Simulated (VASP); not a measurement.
# As in VASP: further runs

Runs on As. Level: PBEsol. Tasks: single point.

Everything below comes from runs of VASP 6.6.1. Logs are shortened: lines on timing, memory, paths and dates and some standing lists are left out, and cuts for length are marked.

### 1 The cell of the first run

Symmetry: Pm-3m, No. 221, cubic system. The conventional cell has a = 2.739 Å, b = 2.739 Å, c = 2.739 Å, α = 90.00°, β = 90.00°, γ = 90.00°. Within 3.6 Å of As (site symmetry m-3m) lie 6 As at 2.74 Å.

### 2 Single point, PBEsol (volume scaled by 1.04)

The input, INCAR:

```
SYSTEM = As
PREC = Accurate ; ENCUT = 520
EDIFF = 1E-7 ; ISMEAR = -1
SIGMA = 0.05 ; LREAL = .FALSE.
LASPH = .TRUE. ; NELM = 60
ALGO = Normal ; ISIF = 2
LWAVE = .FALSE. ; LCHARG = .FALSE.
GGA = PS ; NBANDS = 8
```

The input, KPOINTS:

```
Automatic mesh
0
G
  10 10 10
  0 0 0
```

The input, POSCAR:

```
As
1.0
    2.7392605843      0.0000000000      0.0000000000
    0.0000000000      2.7392605843      0.0000000000
    0.0000000000      0.0000000000      2.7392605843
As
1
Direct
    0.5000000000      0.5000000000      0.5000000000
```

Potentials or basis: VASP PAW PBE potentials, release 64 (As).

Run with:

```bash
$ cat potpaw_PBE.64/As/POTCAR > POTCAR
$ mpirun -np 1 vasp_std > vasp.out
```

OUTCAR:

```text
SYSTEM = As
   PREC = Accurate
   ENCUT = 520
   EDIFF = 1E-7
   ISMEAR = -1
   LREAL = .FALSE.
   LASPH = .TRUE.
   NELM = 60
   ISIF = 2
   GGA = PS

 ion  position               nearest neighbor table
   1  0.500  0.500  0.500-

  LATTYP: Found a simple cubic cell.
 ALAT       =     2.7392605843

  Lattice vectors:

 A1 = (   2.7392605843,   0.0000000000,   0.0000000000)
 A2 = (   0.0000000000,   2.7392605843,   0.0000000000)
 A3 = (   0.0000000000,   0.0000000000,   2.7392605843)

Analysis of symmetry for initial positions (statically):
=====================================================================
 Subroutine PRICEL returns:
 Original cell was already a primitive cell.

 Routine SETGRP: Setting up the symmetry group for a
 simple cubic supercell.

 Subroutine GETGRP returns: Found 48 space group operations
[... 9 lines left out ...]

 Routine SETGRP: Setting up the symmetry group for a
 simple cubic supercell.

 Subroutine GETGRP returns: Found 48 space group operations
[... 11 lines left out ...]
                                     Primitive cell

  volume of cell :      20.5542

  direct lattice vectors                    reciprocal lattice vectors
     2.739260584  0.000000000  0.000000000     0.365062019  0.000000000  0.000000000
     0.000000000  2.739260584  0.000000000     0.000000000  0.365062019  0.000000000
     0.000000000  0.000000000  2.739260584     0.000000000  0.000000000  0.365062019

  length of vectors
     2.739260584  2.739260584  2.739260584     0.365062019  0.365062019  0.365062019

  position of ions in fractional coordinates (direct lattice)
     0.500000000  0.500000000  0.500000000

  ion indices of the primitive-cell ions
   primitive index   ion index
                 1           1

----------------------------------------------------------------------------------------

 KPOINTS: Automatic mesh

Automatic generation of k-mesh.
 Grid dimensions read from file:
 generate k-points for:   10   10   10

 Generating k-lattice:

  Cartesian coordinates                     Fractional coordinates (reciprocal lattice)
     0.036506202  0.000000000  0.000000000     0.100000000  0.000000000  0.000000000
     0.000000000  0.036506202  0.000000000     0.000000000  0.100000000  0.000000000
     0.000000000  0.000000000  0.036506202     0.000000000  0.000000000  0.100000000

[... 42 lines left out ...]
   dimension x,y,z NGXF=    40 NGYF=   40 NGZF=   40
   ions per type =               1
   NGX,Y,Z   is equivalent  to a cutoff of  12.14, 12.14, 12.14 a.u.
   NGXF,Y,Z  is equivalent  to a cutoff of  24.28, 24.28, 24.28 a.u.
 SYSTEM =  As
   PREC   = accura    normal or accurate (medium, high low for compatibility)
   ISTART =      0    job   : 0-new  1-cont  2-samecut
   ICHARG =      2    charge: 1-file 2-atom 10-const
   ISPIN  =      1    spin polarized calculation?
   LNONCOLLINEAR =      F non collinear calculations
   LSORBIT =      F    spin-orbit coupling
   LASPH  =      T    aspherical Exc in radial PAW
   ENCUT  =  520.0 eV  38.22 Ry    6.18 a.u.   5.09  5.09  5.09*2*pi/ulx,y,z
   NELM   =     60;   NELMIN=  2; NELMDL= -5     # of ELM steps
   EDIFF  = 0.1E-06   stopping-criterion for ELM
   LREAL  =      F    real-space projection
   EDIFFG = 0.1E-05   stopping-criterion for IOM
   NSW    =      0    number of steps for IOM
   IBRION =     -1    ionic relax: 0-MD 1-quasi-New 2-CG
   NFREE  =      0    steps in history (QN), initial steepest desc. (CG)
   ISIF   =      2    stress and relaxation
   ISYM   =      2    0-nonsym 1-usesym 2-fastsym
   POTIM  = 0.5000    time-step for ionic-motion
   TEBEG  =    0.0;   TEEND  =   0.0 temperature during run
   PSTRESS=    0.0 pullay stress
   NELECT =       5.0000    total number of electrons
   NUPDOWN=      -1.0000    fix difference up-down
   EMIN   =  10.00;   EMAX   =-10.00  energy-range for DOS
[... 5 lines left out ...]
     AMIX     =   0.40;   BMIX     =  1.00
     AMIX_MAG =   1.60;   BMIX_MAG =  1.00
  volume/ion in A,a.u.               =      20.55       138.71
  Fermi-wavevector in a.u.,A,eV,Ry     =   1.021954  1.931214 14.209797  1.044391
  Thomas-Fermi vector in A             =   2.155607
   LORBIT       =      0    0 simple, 1 ext, 2 COOP (PROOUT), +10 PAW based schemes
   GGA     = PS    functional components
   LHFCALC =     F    Hartree Fock is set to
   AEXX    =    0.0000 exact exchange contribution
   IVDW    =     0    specifies the selected vdW correction
   LEPSILON=     F    determine dielectric tensor
   LRPA    =     F    only Hartree local field effects (RPA)
 non-spin polarized calculation
  energy-cutoff  :      520.00
  volume of cell :       20.55
 maximum number of plane-waves:       564
   NGX = 11   NGY = 11   NGZ = 11

 number of electron       5.0000001 magnetization

 Free energy of the ion-electron system (eV)
  ---------------------------------------------------
  ext. energy  EPLUGINS =         0.00000000
  ---------------------------------------------------
  free energy    TOTEN  =        -5.03313153 eV

  energy without entropy =       -5.03075267  energy(sigma->0) =       -5.03194210

 E-fermi :   5.2977     XC(G=0): -10.3875

 val. band max:        5.2543849583   @ k =   0.5000   0.3000   0.3000
 cond. band min:       5.3287955470   @ k =   0.2000   0.2000   0.0000
 fundamental gap:      0.0744105887
 Fermi energy:         5.2977331679

 k-point     1 :       0.0000    0.0000    0.0000
  band No.  band energies     occupation
      1      -9.2739      2.00000
      2       9.3668      0.00000
      3       9.3668      0.00000
      4       9.3668      0.00000
      5      13.8357      0.00000
      6      13.8357      0.00000
      7      15.4308      0.00000
      8      29.8145      0.00000
[... 243 lines left out ...]
 k-point    24 :       0.3000    0.1000    0.1000
  band No.  band energies     occupation
      1      -7.4036      2.00000
      2       2.0708      2.00000
      3       8.7198      0.00000
      4       9.1259      0.00000
      5      17.5386      0.00000
      6      17.6899      0.00000
      7      19.8822      0.00000
      8      20.4865      0.00000

 [... further k-points ...]
[... 5 lines left out ...]
  --------------------------------------------------------------------------------------
  -------------------------------------------------------------------------------------
  Total       -0.5596263     -0.5596263     -0.5596263      0.0000000      0.0000000      0.0000000
  in kB      -43.6223081    -43.6223081    -43.6223081      0.0000000      0.0000000      0.0000000
  external PRESSURE =     -43.6223081 kB  Pullay stress =       0.0000000 kB

 VOLUME and BASIS-vectors are now :
 -----------------------------------------------------------------------------
  energy-cutoff  :      520.00
  volume of cell :       20.55
      direct lattice vectors                 reciprocal lattice vectors
     2.739260584  0.000000000  0.000000000     0.365062019  0.000000000  0.000000000
     0.000000000  2.739260584  0.000000000     0.000000000  0.365062019  0.000000000
     0.000000000  0.000000000  2.739260584     0.000000000  0.000000000  0.365062019

 POSITION                                       TOTAL-FORCE (eV/Angst)
 -----------------------------------------------------------------------------------
      1.36963      1.36963      1.36963         0.000000      0.000000      0.000000
 -----------------------------------------------------------------------------------
    total drift:                                0.000000      0.000000      0.000000

  FREE ENERGIE OF THE ION-ELECTRON SYSTEM (eV)
  ---------------------------------------------------
  free  energy   TOTEN  =        -5.0331315287 eV

  energy  without entropy=       -5.0307526674  energy(sigma->0) =       -5.03194210
```

stdout:

```text
POSCAR found type information on POSCAR As
 POSCAR found :  1 types and       1 ions
 scaLAPACK will be used
 -----------------------------------------------------------------------------
|                                                                             |
|                                                                             |
|     You enforced a specific xc type in the INCAR file but a different       |
|     I HOPE YOU KNOW WHAT YOU ARE DOING!                                     |
|                                                                             |
 -----------------------------------------------------------------------------

 LDA part: xc-table for (Slater+PW92), standard interpolation
 POSCAR, INCAR and KPOINTS ok, starting setup
 FFT: planning ... GRIDC
 FFT: planning ... GRID_SOFT
 FFT: planning ... GRID
 WAVECAR not read
 entering main loop
```

It took 4.3 s on 1 thread of Intel Xeon Platinum 8488C (Sapphire Rapids), shared host; peak memory 0.12 GiB.

What came out:

```yaml
Free_energy: -5.0331 eV
Pressure: -4.4 GPa
```

Caveat: the PAW data sets were made with another functional, which shifts forces and pressure a little.

(Continued in part 2 of 2.)
